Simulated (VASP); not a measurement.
A run of VASP 6.6.1 is set up as follows.

File INCAR:

```
SYSTEM = Ru
  ALGO = Normal
  EDIFF = 1E-7
  ENCUT = 520
  GGA = PE
  ISIF = 2
  ISMEAR = -1
  LASPH = .True.
  LCHARG = .False.
  LREAL = .False.
  LWAVE = .False.
  NBANDS = 13
  NELM = 60
  PREC = Accurate
  SIGMA = 0.08
```

File KPOINTS:

```
k-points
0
Gamma
  20 20 18
  0 0 0
```

POSCAR

```
Ru
1.0
    2.2285145034      0.0000000000      0.0000000000
   -1.1142572517      1.9299501726      0.0000000000
    0.0000000000      0.0000000000      2.0778295340
Ru
1
Direct
    0.0000000000      0.0000000000      0.0000000000
```

Potentials or basis: VASP PAW PBE potentials, release 64 (Ru_pv).

Command:

```bash
$ cat potpaw_PBE.64/Ru_pv/POTCAR > POTCAR
$ mpirun -np 1 vasp_std > vasp.out
```

**Question.** Predict the band gap on the k mesh.

**Answer.** Zero (band 7 reaches 27.52 eV, above the bottom of band 8 at 19.92 eV).

**Question.** Predict the pressure.

**Answer.** 429.2 GPa.

Stress tensor (GPa, compression positive):
```
427.47   0.00   0.00
  0.00 427.47   0.00
  0.00   0.00 432.61
```
